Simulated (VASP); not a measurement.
# FePt (P4/mmm) in VASP: a series of runs

Runs on FePt. Level: PBE. Tasks: single point.

Everything below comes from runs of VASP 6.6.1. Logs are shortened: lines on timing, memory, paths and dates and some standing lists are left out, and cuts for length are marked.

## 1. The cell of the first run

It takes space group P4/mmm (No. 123, tetragonal). The conventional cell has a = 2.724 Å, b = 2.724 Å, c = 3.720 Å, α = 90.00°, β = 90.00°, γ = 90.00°. Pt (site symmetry 4/mmm) has 8 Fe at 2.68 Å and 4 Pt at 2.72 Å within 3.5 Å. Fe (site symmetry 4/mmm) has 8 Pt at 2.68 Å and 4 Fe at 2.72 Å within 3.5 Å.

## 2. Single point, PBE, collinear spin, ferromagnetic start

Input file INCAR:

```
SYSTEM = FePt
PREC = Accurate
ENCUT = 600
EDIFF = 1E-6
ISMEAR = 0
SIGMA = 0.019000000000000003
LREAL = .FALSE.
LASPH = .TRUE.
NELM = 200
ALGO = Normal
ISIF = 2
LWAVE = .FALSE.
LCHARG = .FALSE.
ISPIN = 2
MAGMOM = 0 3
LORBIT = 11
LMAXMIX = 4
GGA = PE
NBANDS = 20
GGA_COMPAT = .FALSE.
```

Input file KPOINTS:

```
regular mesh
0
G
  10 10 7
  0 0 0
```

Input file POSCAR:

```
FePt
1.0
    2.7235000000      0.0000000000      0.0000000000
    0.0000000000      2.7235000000      0.0000000000
    0.0000000000      0.0000000000      3.7200000000
Pt Fe
1 1
Direct
    0.5000000000      0.5000000000      0.5000000000
    0.0000000000      0.0000000000      0.0000000000
```

Potentials or basis: VASP PAW PBE potentials, release 64 (Pt, Fe).

Command:

```sh
cat potpaw_PBE.64/Pt/POTCAR potpaw_PBE.64/Fe/POTCAR > POTCAR
mpirun -np 1 vasp_std > vasp.out
```

OUTCAR:

```text
SYSTEM = FePt
   PREC = Accurate
   ENCUT = 600
   EDIFF = 1E-6
   ISMEAR = 0
   LREAL = .FALSE.
   LASPH = .TRUE.
   NELM = 200
   ISIF = 2
   ISPIN = 2
   LORBIT = 11
   GGA = PE

 ion  position               nearest neighbor table
   1  0.500  0.500  0.500-   2 2.68   2 2.68   2 2.68   2 2.68   2 2.68   2 2.68   2 2.68   2 2.68

   2  0.000  0.000  0.000-   1 2.68   1 2.68   1 2.68   1 2.68   1 2.68   1 2.68   1 2.68   1 2.68

  LATTYP: Found a simple tetragonal cell.
 ALAT       =     2.7235000000
 C/A-ratio  =     1.3658894804

  Lattice vectors:

 A1 = (   2.7235000000,   0.0000000000,   0.0000000000)
 A2 = (   0.0000000000,   2.7235000000,   0.0000000000)
 A3 = (   0.0000000000,   0.0000000000,   3.7200000000)

Analysis of symmetry for initial positions (statically):
=====================================================================
 Subroutine PRICEL returns:
 Original cell was already a primitive cell.

 Routine SETGRP: Setting up the symmetry group for a
 simple tetragonal supercell.

 Subroutine GETGRP returns: Found 16 space group operations
 (whereof 16 operations were pure point group operations)
 out of a pool of 16 trial point group operations.

The static configuration has the point symmetry D_4h.

Analysis of symmetry for dynamics (positions and initial velocities):
=====================================================================
 Subroutine PRICEL returns:
 Original cell was already a primitive cell.

 Routine SETGRP: Setting up the symmetry group for a
 simple tetragonal supercell.

 Subroutine GETGRP returns: Found 16 space group operations
 (whereof 16 operations were pure point group operations)
 out of a pool of 16 trial point group operations.

The dynamic configuration has the point symmetry D_4h.

Analysis of structural, dynamic, and magnetic symmetry:
=====================================================================
 Subroutine PRICEL returns:
 Original cell was already a primitive cell.

 Routine SETGRP: Setting up the symmetry group for a
 simple tetragonal supercell.

 Subroutine GETGRP returns: Found 16 space group operations
 (whereof 16 operations were pure point group operations)
 out of a pool of 16 trial point group operations.

The overall configuration has the point symmetry D_4h.

 Subroutine INISYM returns: Found 16 space group operations
 (whereof 16 operations are pure point group operations),
 and found     1 'primitive' translations

----------------------------------------------------------------------------------------

[... 116 lines left out ...]
   LORBIT       =     11    0 simple, 1 ext, 2 COOP (PROOUT), +10 PAW based schemes
   GGA     = PE    functional components
   LHFCALC =     F    Hartree Fock is set to
   AEXX    =    0.0000 exact exchange contribution
   IVDW    =     0    specifies the selected vdW correction
   LEPSILON=     F    determine dielectric tensor
   LRPA    =     F    only Hartree local field effects (RPA)
 spin polarized calculation
 Gauss-broadening in eV      SIGMA  =   0.02
  energy-cutoff  :      600.00
  volume of cell :       27.59
 maximum number of plane-waves:       936
 NGX is ok and might be reduce to    24
   NGX = 11   NGY = 11   NGZ = 15

 number of electron      18.0000002 magnetization       3.2566720

 Free energy of the ion-electron system (eV)
  ---------------------------------------------------
  ext. energy  EPLUGINS =         0.00000000
  ---------------------------------------------------
  free energy    TOTEN  =       -14.80026258 eV

  energy without entropy =      -14.79988519  energy(sigma->0) =      -14.80007388

 E-fermi :   8.7425     XC(G=0): -13.0583

 val. band max:        8.7392747858   @ k =   0.4000   0.1000   0.4286
 cond. band min:       8.7596534162   @ k =   0.5000   0.4000   0.2857
 fundamental gap:      0.0203786305
 Fermi energy:         8.7425299055

 spin component 1

 k-point     1 :       0.0000    0.0000    0.0000
  band No.  band energies     occupation
      1      -0.8866      1.00000
      2       2.3454      1.00000
      3       2.5263      1.00000
      4       5.2617      1.00000
      5       5.2617      1.00000
      6       5.7800      1.00000
[... 541 lines left out ...]
     19      31.7053      0.00000
     20      31.9354      0.00000

 [... further k-points ...]

 spin component 2

 k-point     1 :       0.0000    0.0000    0.0000
  band No.  band energies     occupation
      1      -0.7562      1.00000
      2       2.9154      1.00000
      3       2.9227      1.00000
      4       6.3276      1.00000
      5       6.3276      1.00000
      6       7.9098      1.00000
[... 541 lines left out ...]
     19      31.9152      0.00000
     20      32.2206      0.00000

 [... further k-points ...]

------------------------ aborting loop because EDIFF is reached ----------------------------------------

  FORCE on cell =-STRESS in cart. coord.  units (eV):
  Direction    XX          YY          ZZ          XY          YZ          ZX
  --------------------------------------------------------------------------------------
  -------------------------------------------------------------------------------------
  Total        0.4577278      0.4577278      0.5559122      0.0000000      0.0000000     -0.0000000
  in kB       26.5778717     26.5778717     32.2789255      0.0000000      0.0000000     -0.0000000
  external PRESSURE =      28.4782230 kB  Pullay stress =       0.0000000 kB

 VOLUME and BASIS-vectors are now :
 -----------------------------------------------------------------------------
  energy-cutoff  :      600.00
  volume of cell :       27.59
      direct lattice vectors                 reciprocal lattice vectors
     2.723500000  0.000000000  0.000000000     0.367174592  0.000000000  0.000000000
     0.000000000  2.723500000  0.000000000     0.000000000  0.367174592  0.000000000
     0.000000000  0.000000000  3.720000000     0.000000000  0.000000000  0.268817204

 POSITION                                       TOTAL-FORCE (eV/Angst)
 -----------------------------------------------------------------------------------
      1.36175      1.36175      1.86000         0.000000      0.000000      0.000000
      0.00000      0.00000      0.00000         0.000000      0.000000      0.000000
 -----------------------------------------------------------------------------------
    total drift:                                0.000000      0.000000     -0.000000

  FREE ENERGIE OF THE ION-ELECTRON SYSTEM (eV)
  ---------------------------------------------------
  free  energy   TOTEN  =       -14.8002625793 eV

  energy  without entropy=      -14.7998851860  energy(sigma->0) =      -14.80007388

 total charge

# of ion       s       p       d       tot
------------------------------------------
    1        0.714   0.667   8.055   9.435
    2        0.409   0.452   6.126   6.987
--------------------------------------------------
tot          1.123   1.119  14.180  16.423

 magnetization (x)

# of ion       s       p       d       tot
------------------------------------------
    1       -0.026  -0.069   0.421   0.325
    2        0.004  -0.008   2.913   2.909
--------------------------------------------------
tot         -0.022  -0.077   3.334   3.235
```

OSZICAR:

```text
N       E                     dE             d eps       ncg     rms          rms(c)
DAV:   1     0.104270593732E+03    0.10427E+03   -0.92146E+03  7016   0.112E+03
DAV:   2    -0.116619192509E+02   -0.11593E+03   -0.10231E+03  6820   0.234E+02
DAV:   3    -0.161586442873E+02   -0.44967E+01   -0.43422E+01  7860   0.517E+01
DAV:   4    -0.162112973387E+02   -0.52653E-01   -0.52614E-01  7612   0.473E+00
DAV:   5    -0.162125946653E+02   -0.12973E-02   -0.12973E-02  8072   0.834E-01    0.169E+01
DAV:   6    -0.174318222617E+02   -0.12192E+01   -0.11058E+01  7508   0.640E+01    0.245E+01
DAV:   7    -0.149466012611E+02    0.24852E+01   -0.77252E+00  8692   0.605E+01    0.853E+00
DAV:   8    -0.148801082556E+02    0.66493E-01   -0.33017E-01  8396   0.768E+00    0.392E+00
DAV:   9    -0.148085169081E+02    0.71591E-01   -0.89879E-02  9736   0.560E+00    0.165E+00
DAV:  10    -0.148010385215E+02    0.74784E-02   -0.25818E-02 10192   0.242E+00    0.650E-01
DAV:  11    -0.148002581606E+02    0.78036E-03   -0.22240E-03  9528   0.624E-01    0.268E-01
DAV:  12    -0.148002698405E+02   -0.11680E-04   -0.20508E-04  8228   0.160E-01    0.882E-02
DAV:  13    -0.148002661516E+02    0.36889E-05   -0.29300E-05  8176   0.529E-02    0.455E-02
DAV:  14    -0.148002611502E+02    0.50014E-05   -0.12592E-05  9344   0.611E-02    0.145E-02
DAV:  15    -0.148002623203E+02   -0.11701E-05   -0.15286E-06  5616   0.154E-02    0.540E-03
DAV:  16    -0.148002625793E+02   -0.25897E-06   -0.39724E-07  3680   0.854E-03
   1 F= -.14800263E+02 E0= -.14800074E+02  d E =-.377393E-03  mag=     3.2568
```

stdout:

```text
POSCAR found type information on POSCAR PtFe
 POSCAR found :  2 types and       2 ions
 scaLAPACK will be used
 LDA part: xc-table for (Slater+PW92), standard interpolation
 POSCAR, INCAR and KPOINTS ok, starting setup
 FFT: planning ... GRIDC
 FFT: planning ... GRID_SOFT
 FFT: planning ... GRID
 WAVECAR not read
 entering main loop
```

It took 37 s on 1 thread of Intel Xeon 6975P-C (Granite Rapids), shared host; peak memory 0.22 GiB.

What came out:

- Free energy: -14.8003 eV
- Pressure: 2.8 GPa
- Net moment: 3.26 μB per cell
- Site moments: Pt +0.33; Fe +2.91 μB
- Valence electrons inside the program's atomic spheres: Pt 9.44; Fe 6.99

Levels at points of the mesh, in eV from the Fermi level:
Spin up:
| k point | band 9 | band 10 | band 11 | band 12 | band 13 | band 14 |
| --- | --- | --- | --- | --- | --- | --- |
| (0.00, 0.00, 0.00) | -0.57 | -0.43 | -0.43 | 2.25 | 9.72 | 11.63 |
| (0.50, 0.00, 0.00) | -2.18 | -1.67 | 0.10 | 1.98 | 10.42 | 10.52 |
| (0.50, 0.50, 0.00) | -0.51 | 0.50 | 1.58 | 1.58 | 7.55 | 9.99 |
Spin down:
| k point | band 6 | band 7 | band 8 | band 9 | band 10 | band 11 |
| --- | --- | --- | --- | --- | --- | --- |
| (0.00, 0.00, 0.00) | -0.83 | -0.81 | 0.56 | 1.62 | 1.62 | 1.65 |
| (0.50, 0.00, 0.00) | -1.42 | -1.23 | -0.92 | 0.49 | 0.64 | 2.31 |
| (0.50, 0.50, 0.00) | 1.20 | 1.62 | 1.68 | 1.69 | 1.69 | 1.70 |

Caveat: spin-orbit coupling is left out, which moves the levels of the heavy elements.

## 3. Single point, PBE, collinear spin, ferromagnetic start

Input file INCAR:

```
PREC = Accurate ; ENCUT = 600
EDIFF = 1E-6 ; ISMEAR = 0
SIGMA = 0.024 ; LREAL = False
LASPH = True ; NELM = 200
ALGO = Normal ; ISIF = 2
LWAVE = False ; LCHARG = True
ISPIN = 2 ; MAGMOM = 0 3
LORBIT = 11 ; LMAXMIX = 4
GGA = PE ; LELF = True
LVHAR = True ; NBANDS = 20
GGA_COMPAT = False
```

Input file KPOINTS:

```
Automatic mesh
0
Gamma
  10 10 7
```

POSCAR is that of step 2.

Potentials or basis: VASP PAW PBE potentials, release 64 (Pt, Fe).

Command:

```sh
cat potpaw_PBE.64/Pt/POTCAR potpaw_PBE.64/Fe/POTCAR > POTCAR
mpirun -np 1 vasp_std > vasp.out
```

Run time: 38 s. Hardware: 1 thread of Intel Xeon 6975P-C (Granite Rapids), shared host; peak memory 0.22 GiB.

The run converged. Its results:

```
Free energy                                           : -14.8004 eV
Pressure                                              : 2.9 GPa
Net moment                                            : 3.26 μB per cell
Site moments                                          : Pt +0.33; Fe +2.91 μB
Valence electrons inside the program's atomic spheres : Pt 9.44; Fe 6.99
```

Stress tensor (GPa, compression positive):
```
2.71 0.00 0.00
0.00 2.71 0.00
0.00 0.00 3.25
```

Levels at points of the mesh, in eV from the Fermi level:
Spin up:
| k point | band 8 | band 9 | band 10 | band 11 | band 12 | band 13 | band 14 | band 15 |
| --- | --- | --- | --- | --- | --- | --- | --- | --- |
| (0.00, 0.00, 0.00) | -1.98 | -0.57 | -0.43 | -0.43 | 2.25 | 9.72 | 11.63 | 11.63 |
| (0.50, 0.00, 0.00) | -2.57 | -2.18 | -1.67 | 0.09 | 1.98 | 10.42 | 10.52 | 12.50 |
| (0.50, 0.50, 0.00) | -0.51 | -0.51 | 0.51 | 1.58 | 1.58 | 7.55 | 9.99 | 10.85 |
Spin down:
```csv
k point,band 6,band 7,band 8,band 9,band 10,band 11
"(0.00, 0.00, 0.00)",-0.83,-0.81,0.56,1.62,1.62,1.65
"(0.50, 0.00, 0.00)",-1.42,-1.23,-0.92,0.49,0.64,2.32
"(0.50, 0.50, 0.00)",1.20,1.62,1.68,1.69,1.69,1.70
```

Caveat: spin-orbit coupling is left out, which moves the levels of the heavy elements.
